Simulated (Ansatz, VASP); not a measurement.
# PbS: VASP beside Ansatz

File INCAR:

```
SYSTEM = PbS
PREC = Accurate ; ENCUT = 520
EDIFF = 1E-6 ; ISMEAR = 0
SIGMA = 0.014 ; LREAL = .False.
LASPH = .True. ; NELM = 100
ALGO = Normal ; ISIF = 2
LWAVE = .False. ; LCHARG = .True.
GGA = PE ; LELF = .True.
LVHAR = .True. ; NBANDS = 17
```

KPOINTS

```
regular mesh
0
Gamma
  8 8 8
  0 0 0
```

File POSCAR:

```
PbS
1.0
    0.0000000000      2.9657500000      2.9657500000
    2.9657500000      0.0000000000      2.9657500000
    2.9657500000      2.9657500000      0.0000000000
Pb S
1 1
Direct
    0.0000000000      0.0000000000      0.0000000000
    0.5000000000      0.5000000000      0.5000000000
```

input.yaml

```yaml
crystal:
  lattice:
    - [0.0, 2.96575, 2.96575]
    - [2.96575, 0.0, 2.96575]
    - [2.96575, 2.96575, 0.0]
  atoms:
    - { symbol: Pb, position: [0.0, 0.0, 0.0] }
    - { symbol: S, position: [0.5, 0.5, 0.5] }
kpoints:
  mp_grid: { grid: [8, 8, 8] }
scf:
  occupations: { method: gaussian, width: 0.014 }
hamiltonian:
  xc: pbe
  pseudopotentials: { kind: all_electron, lapw: { basis_error: 0.001 } }
output:
  forces: true
  stress: true
  eigenvalues: true
```

Alike in both runs: task single point; functional PBE; k mesh 8 × 8 × 8; occupations gaussian, width 0.014 eV; no spin polarisation.

|  | VASP | Ansatz |
| --- | --- | --- |
| version | VASP 6.6.1 | Ansatz 0.2.0 |
| potentials or method | VASP PAW PBE potentials, release 64 (Pb_d, S), cutoff 520 eV | all-electron LAPW, scalar-relativistic |

Ansatz gave:

* gap on the k mesh at the Fermi level (eV): 0.36
* least direct gap on the mesh (eV): 0.36
* pressure (GPa): 2.2

What did VASP give for the same quantities?

gap on the k mesh at the Fermi level (eV): 0.36; least direct gap on the mesh (eV): 0.36; pressure (GPa): 2.1.

Ansatz ran all-electron here, and VASP with PAW potentials.

Neither program's run includes spin-orbit coupling.
